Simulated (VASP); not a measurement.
A run of VASP 6.6.1:

File INCAR:

```
ALGO = Normal
EDIFF = 1E-6
ENCUT = 520
GGA = PE
ISIF = 2
ISMEAR = 0
LASPH = True
LCHARG = False
LREAL = False
LWAVE = False
NBANDS = 32
NELM = 80
PREC = Accurate
SIGMA = 0.1
```

Contents of KPOINTS:

```
k-points
0
Gamma
  10 6 6
```

The input POSCAR:

```
Ta4H3
1.0
    3.4816083783      0.0000000000      0.0000000000
    0.0000000000      4.7879208364      0.0000000000
    0.0000000000      0.0000000000      4.8357350567
Ta H
4 3
Direct
    0.2467074997      0.2449388661      0.7558947279
    0.7532925003      0.2449388661      0.2441052721
    0.2467074997      0.7550611339      0.2441052721
    0.7532925003      0.7550611339      0.7558947279
    0.5000000000      0.5000000000      0.5000000000
    0.5000000000      0.5000000000      0.0000000000
    0.0000000000      0.0000000000      0.5000000000
```

Potentials or basis: VASP PAW PBE potentials, release 64 (Ta_pv, H).

Command:

```console
$ cat potpaw_PBE.64/Ta_pv/POTCAR potpaw_PBE.64/H/POTCAR > POTCAR
$ mpirun -np 1 vasp_std > vasp.out
```

Hardware: 1 thread of AMD EPYC 7R13, on a shared host.

Estimate the wall time of this run.

Run time: 6.5 min on 1 thread of AMD EPYC 7R13, with other jobs on the host, peak memory 0.28 GiB. Counts: scf iterations 13, k points 96.
